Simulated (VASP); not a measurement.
# AlCo (WC type) (P-6m2) in VASP: notebook, part 2 of 2

VASP 6.6.1.

**4. Single point, PBE (11.49 Å³/atom)**

This run uses another cell than the first one, of 11.49 Å³/atom.

Contents of INCAR:

```
SYSTEM = AlCo
ALGO = Normal
EDIFF = 1E-6
ENCUT = 520
GGA = PE
ISIF = 2
ISMEAR = -1
LASPH = .TRUE.
LCHARG = .TRUE.
LELF = .TRUE.
LREAL = .FALSE.
LVHAR = .TRUE.
LWAVE = .FALSE.
NBANDS = 13
NELM = 80
PREC = Accurate
SIGMA = 0.1
```

Contents of KPOINTS:

```
k-points
0
G
  15 15 14
  0 0 0
```

Contents of POSCAR:

```
AlCo
1.0
    2.6648994662      0.0000000000      0.0000000000
   -1.3324497331      2.3078706362      0.0000000000
    0.0000000000      0.0000000000      3.7360649546
Co Al
1 1
Direct
    0.0000000000      0.0000000000      0.0000000000
    0.3333333333      0.6666666667      0.5000000000
```

The run is started by

```bash
$ cat potpaw_PBE.64/Co/POTCAR potpaw_PBE.64/Al/POTCAR > POTCAR
$ mpirun -np 1 vasp_std > vasp.out
```

Run time: 67 s. Hardware: 1 thread of Intel Xeon 6455B, shared host; peak memory 0.19 GiB.

It converged, with:

```
Free energy            : -11.4109 eV
Pressure               : 11.0 GPa
Band gap on the k mesh : zero (bands 6 and 7 overlap by 1.73 eV)
```

Stress tensor (GPa, compression positive):
```
11.13  0.00  0.00
 0.00 11.13  0.00
 0.00  0.00 10.66
```

Levels at points of the mesh, in eV from the Fermi level:
```
           k point  band 2  band 3  band 4  band 5  band 6  band 7  band 8  band 9  band 10  band 11
(0.00, 0.00, 0.00)   -3.47   -1.43   -1.43   -1.24   -0.57   -0.57    4.02   13.71    13.71    15.97
(0.00, 0.00, 0.50)   -7.25   -1.82   -1.42   -1.42   -0.67   -0.67   10.79   14.99    14.99    15.77
```

Caveat: the cell stands under pressure; the run has no spin polarisation, though such a crystal can be magnetic. Spin polarisation is off, so any magnetic state and its effect on volume and gap are missing.

**5. Single point, PBE**

This run uses another cell than the first one, of 12.22 Å³/atom.

Contents of INCAR:

```
SYSTEM = AlCo
PREC = Accurate
ENCUT = 520
EDIFF = 1E-6
ISMEAR = -1
SIGMA = 0.1
LREAL = .FALSE.
LASPH = .TRUE.
NELM = 60
ALGO = Normal
ISIF = 2
LWAVE = .FALSE.
LCHARG = .FALSE.
GGA = PE
NBANDS = 13
```

Contents of KPOINTS:

```
regular mesh
0
G
  15 15 14
  0 0 0
```

Contents of POSCAR:

```
AlCo
1.0
    2.7300395762      0.0000000000      0.0000000000
   -1.3650197881      2.3642836263      0.0000000000
    0.0000000000      0.0000000000      3.7871310919
Co Al
1 1
Direct
    0.0000000000      0.0000000000      0.0000000000
    0.3333333333      0.6666666667      0.5000000000
```

The run is started by

```bash
$ cat potpaw_PBE.64/Co/POTCAR potpaw_PBE.64/Al/POTCAR > POTCAR
$ mpirun -np 1 vasp_std > vasp.out
```

It used 38 s of CPU time on 1 thread of Intel Xeon 6455B, with other jobs on the host.

Results (log left out):

| Property | Result |
| --- | --- |
| Free energy | -11.4590 eV |
| Pressure | 0.1 GPa |
| Band gap on the k mesh | zero (bands 6 and 7 overlap by 1.66 eV) |

Stress tensor (GPa, compression positive):
```
 0.21  0.00  0.00
 0.00  0.21  0.00
 0.00  0.00 -0.21
```

Levels at points of the mesh, in eV from the Fermi level:
| k point | band 4 | band 5 | band 6 | band 7 | band 8 | band 9 |
| --- | --- | --- | --- | --- | --- | --- |
| (0.00, 0.00, 0.00) | -1.30 | -1.04 | -0.53 | -0.53 | 3.92 | 13.19 |
| (0.00, 0.00, 0.50) | -1.29 | -1.29 | -0.63 | -0.63 | 10.77 | 14.49 |

Caveat: the run has no spin polarisation, though such a crystal can be magnetic. Spin polarisation is off, so any magnetic state and its effect on volume and gap are missing.

**6. Relaxation of shape and atoms at fixed volume, PBE**

This run uses another cell than the first one, of 8.80 Å³/atom.

Contents of INCAR:

```
PREC = Accurate
ENCUT = 600
EDIFF = 1E-6
ISMEAR = -1
SIGMA = 0.1
LREAL = False
LASPH = True
NELM = 100
ALGO = Normal
ISIF = 4
LWAVE = False
LCHARG = False
GGA = PE
IBRION = 2
NSW = 50
EDIFFG = -0.005
```

Contents of KPOINTS:

```
Automatic mesh
0
Gamma
  15 15 14
```

Contents of POSCAR:

```
AlCo
1.0
    2.4468824630      0.0000000000      0.0000000000
   -1.2234412315      2.1190623730      0.0000000000
    0.0000000000      0.0000000000      3.3943334502
Co Al
1 1
Direct
    0.0000000000      0.0000000000      0.0000000000
    0.3333333333      0.6666666667      0.5000000000
```

Potentials or basis: VASP PAW PBE potentials, release 64 (Co, Al).

The run is started by

```bash
$ cat potpaw_PBE.64/Co/POTCAR potpaw_PBE.64/Al/POTCAR > POTCAR
$ mpirun -np 1 vasp_std > vasp.out
```

Run time: 80 s. Hardware: 1 thread of Intel Xeon 6455B, shared host; peak memory 0.18 GiB.

The run converged. Its results:

- Free energy: -9.7774 eV
- Energy gained by relaxing: 12.8 meV/atom
- Ionic steps: 3
- Pressure after relaxing: 105.5 GPa
- Band gap on the k mesh: zero (bands 6 and 7 overlap by 2.17 eV)

Step by step:
```
step  energy change (eV)  largest force (eV/Å)  pressure (GPa)  volume (Å³)
   1              0.0000                0.0000          106.83        17.60
   2             -0.0249                0.0000          105.35        17.60
   3             -0.0257                0.0000          105.52        17.60
```

Final structure:
```
CELL_PARAMETERS angstrom
2.41523 0.00000 0.00000
-1.20762 2.09165 0.00000
0.00000 0.00000 3.48388
ATOMIC_POSITIONS crystal
Co 0.00000 0.00000 0.00000
Al 0.33333 0.66667 0.50000
```

Levels at points of the mesh, in eV from the Fermi level:
| k point | band 3 | band 4 | band 5 | band 6 | band 7 | band 8 | band 9 | band 10 |
| --- | --- | --- | --- | --- | --- | --- | --- | --- |
| (0.00, 0.00, 0.00) | -2.14 | -2.14 | -1.90 | -0.81 | -0.81 | 4.70 | 15.80 | 15.80 |
| (0.00, 0.00, 0.50) | -2.85 | -2.14 | -2.14 | -0.94 | -0.94 | 11.13 | 17.08 | 17.08 |

Caveat: the run has no spin polarisation, though such a crystal can be magnetic.

**7. Summary**

```csv
task,cell,cutoff (eV),gap on the mesh (eV),pressure (GPa)
single point,"a = 2.509, b = 2.509, c = 3.588 Å, angles 90.0, 90.0, 120.0°, 2 atoms",520,none,57.1
single point,"a = 2.599, b = 2.599, c = 3.678 Å, angles 90.0, 90.0, 120.0°, 2 atoms",520,none,26.5
single point,"a = 2.665, b = 2.665, c = 3.736 Å, angles 90.0, 90.0, 120.0°, 2 atoms",520,none,11.0
single point,"a = 2.730, b = 2.730, c = 3.787 Å, angles 90.0, 90.0, 120.0°, 2 atoms",520,none,0.1
relaxation of shape and atoms at fixed volume,"relaxed from a = 2.447, b = 2.447, c = 3.394 Å, angles 90.0, 90.0, 120.0°, 2 atoms",600,none,105.5
```

Alike in all rows: level PBE; potentials or basis VASP PAW PBE potentials, release 64 (Co, Al); no spin polarisation; k mesh 15 × 15 × 14; smearing fermi-dirac 0.1 eV.

Caveats: the run has no spin polarisation, though such a crystal can be magnetic; the cell stands under pressure (at least some runs).

Total energies depend on the potentials used, so only differences within one code and one set of settings carry meaning.
